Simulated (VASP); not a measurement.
**HCBr3: single point with PBEsol**

Crystal: HCBr3.

```
H C Br
1.0
     6.27487    0.00000    0.00000
    -3.13744    5.43420    0.00000
     0.00000    0.00000    7.15687
H C Br
2 2 6
Cartesian
  3.1374 1.8114 1.6570
  0.0000 3.6228 5.2354
  3.1374 1.8114 0.5599
  0.0000 3.6228 4.1384
  2.4546 3.5302 0.0030
  -1.8299 3.8909 3.5814
  1.9903 0.3607 0.0030
  0.6828 1.9040 3.5814
  4.9674 1.5433 0.0030
  1.1471 5.0735 3.5814
```

- Program: VASP 6.6.1
- Task: single point
- Functional: PBEsol
- Potentials or basis: VASP PAW PBE potentials, release 64 (H, C, Br)
- Cutoff: 520 eV
- k mesh: 6 × 6 × 4
- Occupations: gaussian, width 0.02 eV
- Spin: no spin polarisation

```
Pressure               : 0.1 GPa
Largest force          : 0.034 eV/Å
Band gap on the k mesh : 3.72 eV (least direct gap 3.77 eV)
```

Forces in eV/Å, atoms in the order of the input:
```
H    0.000  0.000  0.024
H    0.000  0.000  0.024
C    0.000  0.000  0.000
C    0.000  0.000  0.000
Br  -0.012  0.031 -0.008
Br  -0.033  0.005 -0.008
Br  -0.020 -0.026 -0.008
Br   0.012 -0.031 -0.008
Br   0.033 -0.005 -0.008
Br   0.020  0.026 -0.008
```

Levels at points of the mesh, in eV from the valence-band top:
| k point | band 22 | band 23 | band 24 | band 25 | band 26 | band 27 | band 28 | band 29 | band 30 | band 31 |
| --- | --- | --- | --- | --- | --- | --- | --- | --- | --- | --- |
| (0.00, 0.00, 0.00) | -0.28 | -0.28 | -0.28 | -0.10 | -0.10 | 3.72 | 4.08 | 5.18 | 5.18 | 5.21 |
| (0.50, 0.00, 0.00) | -0.43 | -0.35 | -0.20 | -0.03 | 0.00 | 3.80 | 3.94 | 4.83 | 4.98 | 5.69 |
| (0.00, 0.00, 0.50) | -0.71 | -0.22 | -0.22 | -0.07 | -0.07 | 3.88 | 3.88 | 5.09 | 5.09 | 5.17 |
| (0.50, 0.00, 0.50) | -0.65 | -0.39 | -0.39 | -0.03 | -0.03 | 3.91 | 3.91 | 4.93 | 4.93 | 5.85 |

It took 2.9 min on 1 thread of AMD EPYC 7R13 Processor (Zen 3), with other jobs on the host, peak memory 0.41 GiB.

Caveat: this functional lacks dispersion, which holds the molecules together, so the pressure and a relaxed volume are unreliable; the PAW data sets were made with another functional, which shifts forces and pressure a little. A k mesh can miss the band edges.
